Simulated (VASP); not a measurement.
# SnTe3 (Fm-3m) in VASP: single point with PBE

Aim: the single point of SnTe3 with PBE.

Program: VASP 6.6.1. These are calculated values, not measurements. Logs are shortened: lines on timing, memory, paths and dates and some standing lists are left out, and cuts for length are marked.

## (1) The cell of the first run

It takes space group Fm-3m (No. 225, cubic). The conventional cell has a = 7.723 Å, b = 7.723 Å, c = 7.723 Å, α = 90.00°, β = 90.00°, γ = 90.00°. Sn (site symmetry m-3m) has 14 Te at 3.34 to 3.86 Å within 4.4 Å. Te (site symmetry m-3m) has 8 Te at 3.34 Å and 6 Sn at 3.86 Å within 4.4 Å. Within 4.4 Å of Te (site symmetry -43m) lie 10 Te at 3.34 to 3.86 Å and 4 Sn at 3.34 Å.

## (2) Single point, PBE

POSCAR reads:

```
SnTe3
1.0
    0.0000000000      3.8613024088      3.8613024088
    3.8613024088      0.0000000000      3.8613024088
    3.8613024088      3.8613024088      0.0000000000
Sn Te
1 3
Direct
    0.0000000000      0.0000000000      0.0000000000
    0.5000000000      0.5000000000      0.5000000000
    0.7500000000      0.7500000000      0.7500000000
    0.2500000000      0.2500000000      0.2500000000
```

INCAR.step1 reads:

```
PREC = Accurate ; ENCUT = 520
EDIFF = 1E-6 ; ISMEAR = 0
SIGMA = 0.1 ; LREAL = F
LASPH = T ; NELM = 60
ALGO = Normal ; ISIF = 2
LWAVE = F ; LCHARG = T
GGA = PE ; NBANDS = 24
```

KPOINTS.step1 reads:

```
Automatic mesh
0
Gamma
  10 10 10
```

INCAR.step2 reads:

```
PREC = Accurate ; ENCUT = 520
EDIFF = 1E-6 ; ISMEAR = -5
SIGMA = 0.1 ; LREAL = F
LASPH = T ; NELM = 60
ALGO = Normal ; ISIF = 2
LWAVE = F ; LCHARG = F
GGA = PE ; LORBIT = 11
NBANDS = 24 ; NEDOS = 2001
ICHARG = 11
```

KPOINTS.step2 reads:

```
Automatic mesh
0
Gamma
  15 15 15
```

Potentials or basis: VASP PAW PBE potentials, release 64 (Sn_d, Te).

On the command line:

```sh
> cat potpaw_PBE.64/Sn_d/POTCAR potpaw_PBE.64/Te/POTCAR > POTCAR
> cp INCAR.step1 INCAR
> cp KPOINTS.step1 KPOINTS
> mpirun -np 1 vasp_std > vasp.out
> cp INCAR.step2 INCAR
> cp KPOINTS.step2 KPOINTS
> mpirun -np 1 vasp_std > vasp.out
```

OUTCAR:

```text
PREC = Accurate
   ENCUT = 520
   EDIFF = 1E-6
   ISMEAR = -5
   LREAL = F
   LASPH = T
   NELM = 60
   ISIF = 2
   GGA = PE
   LORBIT = 11
   ICHARG = 11

 ion  position               nearest neighbor table
   1  0.000  0.000  0.000-   3 3.34   3 3.34   3 3.34   3 3.34   4 3.34   4 3.34   4 3.34   4 3.34

   2  0.500  0.500  0.500-   4 3.34   4 3.34   4 3.34   3 3.34   4 3.34   3 3.34   3 3.34   3 3.34

   3  0.750  0.750  0.750-   2 3.34   2 3.34   2 3.34   1 3.34   2 3.34   1 3.34   1 3.34   1 3.34

   4  0.250  0.250  0.250-   1 3.34   1 3.34   1 3.34   1 3.34   2 3.34   2 3.34   2 3.34   2 3.34

  LATTYP: Found a face centered cubic cell.
 ALAT       =     7.7226048176

  Lattice vectors:

 A1 = (   0.0000000000,   3.8613024088,   3.8613024088)
 A2 = (   3.8613024088,   0.0000000000,   3.8613024088)
 A3 = (   3.8613024088,   3.8613024088,   0.0000000000)

Analysis of symmetry for initial positions (statically):
=====================================================================
 Subroutine PRICEL returns:
 Original cell was already a primitive cell.

 Routine SETGRP: Setting up the symmetry group for a
 face centered cubic supercell.

 Subroutine GETGRP returns: Found 48 space group operations
 (whereof 48 operations were pure point group operations)
 out of a pool of 48 trial point group operations.

The static configuration has the point symmetry O_h .

Analysis of symmetry for dynamics (positions and initial velocities):
=====================================================================
 Subroutine PRICEL returns:
 Original cell was already a primitive cell.

 Routine SETGRP: Setting up the symmetry group for a
 face centered cubic supercell.

 Subroutine GETGRP returns: Found 48 space group operations
 (whereof 48 operations were pure point group operations)
 out of a pool of 48 trial point group operations.

The dynamic configuration has the point symmetry O_h .

 Subroutine INISYM returns: Found 48 space group operations
 (whereof 48 operations are pure point group operations),
 and found     1 'primitive' translations

----------------------------------------------------------------------------------------

                                     Primitive cell

  volume of cell :     115.1414

  direct lattice vectors                    reciprocal lattice vectors
     0.000000000  3.861302409  3.861302409    -0.129489987  0.129489987  0.129489987
     3.861302409  0.000000000  3.861302409     0.129489987 -0.129489987  0.129489987
     3.861302409  3.861302409  0.000000000     0.129489987  0.129489987 -0.129489987

  length of vectors
     5.460706235  5.460706235  5.460706235     0.224283237  0.224283237  0.224283237

  position of ions in fractional coordinates (direct lattice)
     0.000000000  0.000000000  0.000000000
     0.500000000  0.500000000  0.500000000
     0.750000000  0.750000000  0.750000000
     0.250000000  0.250000000  0.250000000

  ion indices of the primitive-cell ions
   primitive index   ion index
                 1           1
                 2           2
                 3           3
                 4           4

----------------------------------------------------------------------------------------

 KPOINTS: Automatic mesh

Automatic generation of k-mesh.
 Grid dimensions read from file:
 generate k-points for:   15   15   15

 Generating k-lattice:

  Cartesian coordinates                     Fractional coordinates (reciprocal lattice)
    -0.008632666  0.008632666  0.008632666     0.066666667  0.000000000  0.000000000
     0.008632666 -0.008632666  0.008632666     0.000000000  0.066666667  0.000000000
     0.008632666  0.008632666 -0.008632666     0.000000000  0.000000000  0.066666667

  Length of vectors
     0.014952216  0.014952216  0.014952216

  Shift w.r.t. Gamma in fractional coordinates (k-lattice)
     0.000000000  0.000000000  0.000000000

 TETIRR: Found    484 inequivalent tetrahedra from    20250

 Subroutine IBZKPT returns following result:
 ===========================================

 Found    120 irreducible k-points:

 Following reciprocal coordinates:
            Coordinates               Weight
  0.000000  0.000000  0.000000      1.000000
  0.066667  0.000000  0.000000      8.000000
  0.133333  0.000000  0.000000      8.000000
  0.200000  0.000000  0.000000      8.000000
  0.266667  0.000000  0.000000      8.000000
  0.333333  0.000000  0.000000      8.000000
[... 16 lines left out ...]
  0.133333  0.133333  0.000000      6.000000
  0.200000  0.133333  0.000000     24.000000
 [... further k-points ...]
   k-points           NKPTS =    120   k-points in BZ     NKDIM =    120   number of bands    NBANDS=     24
   number of dos      NEDOS =   2001   number of ions     NIONS =      4
   total plane-waves  NPLWV =  74088
   dimension x,y,z NGX =    42 NGY =   42 NGZ =   42
   dimension x,y,z NGXF=    84 NGYF=   84 NGZF=   84
   ions per type =               1   3
   NGX,Y,Z   is equivalent  to a cutoff of  12.79, 12.79, 12.79 a.u.
   NGXF,Y,Z  is equivalent  to a cutoff of  25.57, 25.57, 25.57 a.u.
 SYSTEM =  unknown system
   PREC   = accura    normal or accurate (medium, high low for compatibility)
   ISTART =      0    job   : 0-new  1-cont  2-samecut
   ICHARG =     11    charge: 1-file 2-atom 10-const
   ISPIN  =      1    spin polarized calculation?
   LNONCOLLINEAR =      F non collinear calculations
   LSORBIT =      F    spin-orbit coupling
   LASPH  =      T    aspherical Exc in radial PAW
   ENCUT  =  520.0 eV  38.22 Ry    6.18 a.u.  10.15 10.15 10.15*2*pi/ulx,y,z
   NELM   =     60;   NELMIN=  2; NELMDL=  0     # of ELM steps
   EDIFF  = 0.1E-05   stopping-criterion for ELM
   LREAL  =      F    real-space projection
   EDIFFG = 0.1E-04   stopping-criterion for IOM
   NSW    =      0    number of steps for IOM
   IBRION =     -1    ionic relax: 0-MD 1-quasi-New 2-CG
   NFREE  =      0    steps in history (QN), initial steepest desc. (CG)
   ISIF   =      2    stress and relaxation
   ISYM   =      2    0-nonsym 1-usesym 2-fastsym
   POTIM  = 0.5000    time-step for ionic-motion
   TEBEG  =    0.0;   TEEND  =   0.0 temperature during run
   PSTRESS=    0.0 pullay stress
   NELECT =      32.0000    total number of electrons
   NUPDOWN=      -1.0000    fix difference up-down
   EMIN   =  10.00;   EMAX   =-10.00  energy-range for DOS
   EFERMI =   0.00;   METHOD = LEGACY
   ISMEAR =    -5;   SIGMA  =   0.10  broadening in eV -4-tet -1-fermi 0-gaus
   EFERMI_NEDOS =   21; number of points for ismear=-14 and -15
   IALGO  =     38    algorithm
   IMIX   =      4    mixing-type and parameters
     AMIX     =   0.40;   BMIX     =  1.00
     AMIX_MAG =   1.60;   BMIX_MAG =  1.00
  volume/ion in A,a.u.               =      28.79       194.25
  Fermi-wavevector in a.u.,A,eV,Ry     =   1.068352  2.018892 15.529361  1.141376
  Thomas-Fermi vector in A             =   2.203997
   LORBIT       =     11    0 simple, 1 ext, 2 COOP (PROOUT), +10 PAW based schemes
   GGA     = PE    functional components
   LHFCALC =     F    Hartree Fock is set to
   AEXX    =    0.0000 exact exchange contribution
   IVDW    =     0    specifies the selected vdW correction
   LEPSILON=     F    determine dielectric tensor
   LRPA    =     F    only Hartree local field effects (RPA)
 non-spin polarized calculation
 Fermi weights with tetrahedron method with Bloechl corrections
  energy-cutoff  :      520.00
  volume of cell :      115.14
 maximum number of plane-waves:      3119
 NGX is ok and might be reduce to    42

 number of electron      31.9999997 magnetization

 Free energy of the ion-electron system (eV)
  ---------------------------------------------------
  ext. energy  EPLUGINS =         0.00000000
  ---------------------------------------------------
  free energy    TOTEN  =       -12.62331599 eV

  energy without entropy =      -12.62331599  energy(sigma->0) =      -12.62331599

 E-fermi :   7.6008     XC(G=0): -10.0327

 val. band max:        7.6491759878   @ k =  -0.4000   0.4667   0.0667
 cond. band min:       7.5550539395   @ k =   0.4000   0.2000   0.0667
 fundamental gap:     -0.0941220483
 Fermi energy:         7.6008071871

 k-point     1 :       0.0000    0.0000    0.0000
  band No.  band energies     occupation
      1     -13.9222      2.00000
      2     -13.9222      2.00000
      3     -13.9222      2.00000
      4     -13.9179      2.00000
      5     -13.9179      2.00000
      6      -5.7437      2.00000
[... 16 lines left out ...]
     23      11.8021      0.00000
     24      17.8890      0.00000

 k-point     2 :       0.0667    0.0000    0.0000
  band No.  band energies     occupation
      1     -13.9223      2.00000
      2     -13.9222      2.00000
      3     -13.9222      2.00000
      4     -13.9179      2.00000
      5     -13.9179      2.00000
      6      -5.7158      2.00000
[... 16 lines left out ...]
     23      11.7686      0.00000
     24      17.6854      0.00000

 k-point     3 :       0.1333    0.0000    0.0000
  band No.  band energies     occupation
      1     -13.9224      2.00000
      2     -13.9221      2.00000
      3     -13.9221      2.00000
      4     -13.9179      2.00000
      5     -13.9179      2.00000
      6      -5.6323      2.00000
[... 16 lines left out ...]
     23      11.6904      0.00000
     24      17.2357      0.00000

 k-point     4 :       0.2000    0.0000    0.0000
  band No.  band energies     occupation
      1     -13.9226      2.00000
      2     -13.9219      2.00000
      3     -13.9219      2.00000
      4     -13.9179      2.00000
      5     -13.9179      2.00000
      6      -5.4953      2.00000
[... 16 lines left out ...]
     23      11.8885      0.00000
     24      16.8164      0.00000

 k-point     5 :       0.2667    0.0000    0.0000
  band No.  band energies     occupation
      1     -13.9228      2.00000
      2     -13.9218      2.00000
      3     -13.9218      2.00000
      4     -13.9180      2.00000
      5     -13.9180      2.00000
      6      -5.3085      2.00000
[... 16 lines left out ...]
     23      12.4952      0.00000
     24      16.5644      0.00000

 k-point     6 :       0.3333    0.0000    0.0000
  band No.  band energies     occupation
      1     -13.9230      2.00000
      2     -13.9217      2.00000
      3     -13.9217      2.00000
      4     -13.9179      2.00000
      5     -13.9179      2.00000
      6      -5.0801      2.00000
[... 16 lines left out ...]
     23      13.2513      0.00000
     24      15.7306      0.00000
[... 379 lines left out ...]
 k-point    21 :      -0.1333    0.0667    0.0000
  band No.  band energies     occupation
      1     -13.9225      2.00000
      2     -13.9220      2.00000
      3     -13.9220      2.00000
      4     -13.9180      2.00000
      5     -13.9179      2.00000
      6      -5.5679      2.00000
[... 16 lines left out ...]
     23      11.9198      0.00000
     24      16.9343      0.00000

 k-point    22 :      -0.0667    0.0667    0.0000
  band No.  band energies     occupation
      1     -13.9223      2.00000
      2     -13.9222      2.00000
      3     -13.9221      2.00000
      4     -13.9180      2.00000
      5     -13.9179      2.00000
      6      -5.6693      2.00000
[... 16 lines left out ...]
     23      11.8016      0.00000
     24      17.4021      0.00000

 k-point    23 :       0.1333    0.1333    0.0000
  band No.  band energies     occupation
      1     -13.9226      2.00000
      2     -13.9220      2.00000
      3     -13.9220      2.00000
      4     -13.9181      2.00000
      5     -13.9179      2.00000
      6      -5.5951      2.00000
[... 16 lines left out ...]
     23      11.8917      0.00000
     24      17.5599      0.00000

 k-point    24 :       0.2000    0.1333    0.0000
  band No.  band energies     occupation
      1     -13.9228      2.00000
      2     -13.9218      2.00000
      3     -13.9218      2.00000
      4     -13.9181      2.00000
      5     -13.9178      2.00000
      6      -5.4942      2.00000
[... 16 lines left out ...]
     23      12.4149      0.00000
     24      16.9391      0.00000

 [... further k-points ...]

------------------------ aborting loop because EDIFF is reached ----------------------------------------

  FORCE on cell =-STRESS in cart. coord.  units (eV):
  Direction    XX          YY          ZZ          XY          YZ          ZX
  --------------------------------------------------------------------------------------
  -------------------------------------------------------------------------------------
  Total       -0.0868345     -0.0868345     -0.0868345      0.0000000      0.0000000      0.0000000
  in kB       -1.2082903     -1.2082903     -1.2082903      0.0000000      0.0000000      0.0000000
  external PRESSURE =      -1.2082903 kB  Pullay stress =       0.0000000 kB

 VOLUME and BASIS-vectors are now :
 -----------------------------------------------------------------------------
  energy-cutoff  :      520.00
  volume of cell :      115.14
      direct lattice vectors                 reciprocal lattice vectors
     0.000000000  3.861302409  3.861302409    -0.129489987  0.129489987  0.129489987
     3.861302409  0.000000000  3.861302409     0.129489987 -0.129489987  0.129489987
     3.861302409  3.861302409  0.000000000     0.129489987  0.129489987 -0.129489987

 POSITION                                       TOTAL-FORCE (eV/Angst)
 -----------------------------------------------------------------------------------
      0.00000      0.00000      0.00000         0.000000     -0.000000      0.000000
      3.86130      3.86130      3.86130         0.000000     -0.000000      0.000000
      5.79195      5.79195      5.79195        -0.000000     -0.000000     -0.000000
      1.93065      1.93065      1.93065         0.000000      0.000000      0.000000
 -----------------------------------------------------------------------------------
    total drift:                               -0.000000      0.000000      0.000000

  FREE ENERGIE OF THE ION-ELECTRON SYSTEM (eV)
  ---------------------------------------------------
  free  energy   TOTEN  =       -12.6233159937 eV

  energy  without entropy=      -12.6233159937  energy(sigma->0) =      -12.62331599

 total charge

# of ion       s       p       d       tot
------------------------------------------
    1        1.345   0.715   9.975  12.035
    2        1.447   1.713   0.047   3.206
    3        1.424   1.822   0.040   3.286
    4        1.424   1.822   0.040   3.286
--------------------------------------------------
tot          5.640   6.072  10.100  21.812
```

Wall time 9 min (1 thread of Intel Xeon 8259CL, shared host); peak memory 0.45 GiB.

What came out:

* Valence electrons inside the program's atomic spheres: Sn 12.04; Te 3.21, 3.29 (each value once)

Caveat: spin-orbit coupling is left out, which moves the levels of the heavy elements.
